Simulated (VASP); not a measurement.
A run of VASP 6.6.1 is set up as follows.

INCAR

```
ALGO     = Normal         # electronic algorithm
DIPOL    = 0.5 0.5 0.500
EDIFF    = 1E-6           # SCF threshold, eV
ENCUT    = 400            # plane-wave cutoff, eV
GGA      = PE             # functional
GGA_COMPAT= False        
IDIPOL   = 3            
ISIF     = 2              # what is computed and relaxed
ISMEAR   = -1             # smearing method
LASPH    = True           # aspherical terms in the spheres
LCHARG   = True           # write CHGCAR
LDIPOL   = True         
LELF     = True           # ELF
LREAL    = False          # projectors in reciprocal space
LVACPOTAV= True         
LVHAR    = True         
LWAVE    = False          # write WAVECAR
NBANDS   = 24             # bands
NELM     = 120            # most SCF steps
NELMDL   = -8           
PREC     = Accurate       # precision mode
SIGMA    = 0.1            # smearing width, eV
```

Contents of KPOINTS:

```
k-points
0
Gamma
  13 13 1
```

Contents of POSCAR:

```
Ta
1.0
    2.8752873597      0.0000000000      0.0000000000
   -0.9584291199      2.7108469199      0.0000000000
    0.0000000000      0.0000000000     20.6953000000
Ta
3
Direct
    0.0000000000      0.0000000000      0.3865606056
    0.5000000000      0.5000000000      0.5000000000
    0.0000000000      0.0000000000      0.6134393944
```

Potentials or basis: VASP PAW PBE potentials, release 64 (Ta_pv).

The run is started by

```sh
$ cat potpaw_PBE.64/Ta_pv/POTCAR > POTCAR
$ mpirun -np 1 vasp_std > vasp.out
```

(1) What does it give for the largest force?

Results:

(1) 0.492 eV/Å.
